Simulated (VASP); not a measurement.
Write the native input for VASP 6.6.1 that does the following.

```yaml
Task: relaxation of cell and atoms
Functional: PBEsol
Potentials_or_basis: VASP PAW PBE potentials, release 64 (Ti_sv, O)
Cutoff: 600 eV
k_mesh: 9 × 6 × 4
Occupations: fermi-dirac, width 0.05 eV
Spin: no spin polarisation
Dipole_correction: no
Further_INCAR_settings: ALGO = Normal; EDIFF = 1e-07; IBRION = 2; EDIFFG = -0.01; NSW = 60; ISIF = 3
```

The structure of TiO2 lies in POSCAR:

```
TiO2
1.0
    2.9682645463      0.0000000000      0.0000000000
    0.0002080834      4.7076067549      0.0000000000
    1.4835696211      0.2423534620      7.0834647979
Ti O
3 6
Direct
    0.0033718700      0.0003888100      0.0007031900
    0.3446402100      0.4802596500      0.3169598700
    0.6617081400      0.5204743600      0.6844963600
    0.4400381600      0.1854376900      0.1285388000
    0.7779263400      0.2977287500      0.4518780700
    0.1012362400      0.3089534200      0.8062432200
    0.9064972100      0.6918369900      0.1951715700
    0.2294071500      0.7030072800      0.5495147300
    0.5680256700      0.8153000600      0.8728271800
```

The input as run:

INCAR

```
SYSTEM = TiO2
PREC     = Accurate       ! precision mode
ENCUT    = 600            ! plane-wave cutoff, eV
EDIFF    = 1E-7           ! SCF threshold, eV
ISMEAR   = -1             ! smearing method
SIGMA    = 0.05           ! smearing width, eV
LREAL    = .False.        ! projectors in reciprocal space
LASPH    = .True.         ! aspherical terms in the spheres
NELM     = 120            ! most SCF steps
ALGO     = Normal         ! electronic algorithm
ISIF     = 3              ! what is computed and relaxed
LWAVE    = .False.        ! write WAVECAR
LCHARG   = .False.        ! write CHGCAR
GGA      = PS             ! functional
IBRION   = 2              ! ionic algorithm
NSW      = 60             ! ionic steps
EDIFFG   = -0.01          ! ionic threshold
GGA_COMPAT= .False.      
NELMIN   = 4            
KPAR     = 4
```

KPOINTS

```
Automatic mesh
0
Gamma
  9 6 4
  0 0 0
```

Potentials or basis: VASP PAW PBE potentials, release 64 (Ti_sv, O).

Launch:

```bash
$ cat potpaw_PBE.64/Ti_sv/POTCAR potpaw_PBE.64/O/POTCAR > POTCAR
$ mpirun -np 4 vasp_std > vasp.out
```

Results of the run:

```yaml
Relaxed_volume: 10.90 Å³/atom
Relaxed_cell: a = 2.950 Å, b = 4.705 Å, c = 7.218 Å, α = 88.72°, β = 78.21°, γ = 90.00°
Space_group_after_relaxing_to_0.1_Å: C2/m (No. 12)
Energy_gained_by_relaxing: 1.2 meV/atom
Ionic_steps: 32
Pressure_after_relaxing: 0.0 GPa
Largest_force_after_relaxing: 0.008 eV/Å
Band_gap_on_the_k_mesh: 2.25 eV (least direct gap 2.31 eV)
```

Caveat: the PAW data sets were made with another functional, which shifts forces and pressure a little.

It took 20 min on 4 MPI ranks on Intel(R) Xeon(R) 6975P-C (Granite Rapids) (shared host), peak memory 0.55 GiB a rank.
